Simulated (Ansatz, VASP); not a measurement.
One calculation of MgO, two programs

INCAR

```
PREC     = Accurate       # precision mode
ENCUT    = 840            # plane-wave cutoff, eV
EDIFF    = 1E-6           # SCF threshold, eV
ISMEAR   = 0              # smearing method
SIGMA    = 0.15           # smearing width, eV
LREAL    = False          # projectors in reciprocal space
LASPH    = True           # aspherical terms in the spheres
NELM     = 120            # most SCF steps
ALGO     = Normal         # electronic algorithm
ISIF     = 2              # what is computed and relaxed
LWAVE    = False          # write WAVECAR
LCHARG   = False          # write CHGCAR
GGA      = PE             # functional
NBANDS   = 15             # bands
GGA_COMPAT= False
```

Contents of KPOINTS:

```
regular mesh
0
Gamma
  8 8 8
```

File POSCAR:

```
MgO
1.0
    0.0000000000      2.1090500000      2.1090500000
    2.1090500000      0.0000000000      2.1090500000
    2.1090500000      2.1090500000      0.0000000000
Mg O
1 1
Direct
    0.0000000000      0.0000000000      0.0000000000
    0.5000000000      0.5000000000      0.5000000000
```

Input for Ansatz:

```yaml
crystal:
  lattice:
    - [0.0, 2.10905, 2.10905]
    - [2.10905, 0.0, 2.10905]
    - [2.10905, 2.10905, 0.0]
  atoms:
    - { symbol: Mg, position: [0.0, 0.0, 0.0] }
    - { symbol: O, position: [0.5, 0.5, 0.5] }
hamiltonian:
  xc: pbe
  pseudopotentials: { kind: paw }
basis:
  ecutwfc: 420
kpoints:
  mp_grid: { grid: [8, 8, 8] }
scf:
  occupations: { method: gaussian, width: 0.15 }
  lower_state_search: "off"
  max_iter: 70
output:
  forces: true
  stress: true
```

Alike in both runs: task single point; functional PBE; k mesh 8 × 8 × 8; occupations gaussian, width 0.15 eV; no spin polarisation.

```csv
,VASP,Ansatz
version,VASP 6.6.1,Ansatz 0.2.0
potentials or method,"VASP PAW PBE potentials, release 64 (Mg_sv, O), cutoff 840 eV","PAW, plane waves, scalar-relativistic"
valence electrons in the cell,16,16
```

```tsv
	VASP	Ansatz	Ansatz less VASP
pressure (GPa)	4.1	4.0	-0.09
```

The functional is the same, so the differences come from potentials, cutoffs and numerics.
